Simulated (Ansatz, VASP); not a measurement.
Hf3Si2F: VASP beside Ansatz

```
CELL_PARAMETERS angstrom
4.50362 0.00000 0.00000
-2.25181 3.90025 0.00000
0.00000 0.00000 5.89421
ATOMIC_POSITIONS crystal
Hf 0.66667 0.33333 0.50000
Hf 0.00000 0.00000 0.00000
Hf 0.00000 0.00000 0.50000
Si 0.33333 0.66667 0.28394
Si 0.33333 0.66667 0.71606
F 0.66667 0.33333 0.00000
```

Change from the starting cell: species swapped into the Sr2Al3Ge type (P-6m2, No. 187).

Alike in both runs: functional PBE; k mesh 6 × 6 × 2; occupations gaussian, width 0.1 eV; no spin polarisation.

Ansatz relaxed the structure, and its values are those at the end. VASP's run is a single point on that final structure, the one shown.

```csv
,VASP,Ansatz
version,VASP 6.6.1,Ansatz 0.2.0
potentials or method,"VASP PAW PBE potentials, release 64 (Hf_pv, Si, F), cutoff 520 eV","scalar-relativistic, plane waves, PAW"
valence electrons in the cell,45,93
```

Ansatz gave:

- gap on the k mesh at the Fermi level (eV): none
- pressure (GPa): 0.0
- rms of the force components (eV/Å): 0.001

Q: Estimate VASP's values.

A: gap on the k mesh at the Fermi level (eV): none; pressure (GPa): -0.5; rms of the force components (eV/Å): 0.008.

A gap of «none» marks a metal or a gap that the smearing closes. VASP's potentials hold 45 valence electrons a cell and Ansatz's 93, so a difference there can come from the potentials and not from the codes.

The k mesh is coarse, so the values compare programs but aren't converged. Spin-orbit coupling is off throughout.
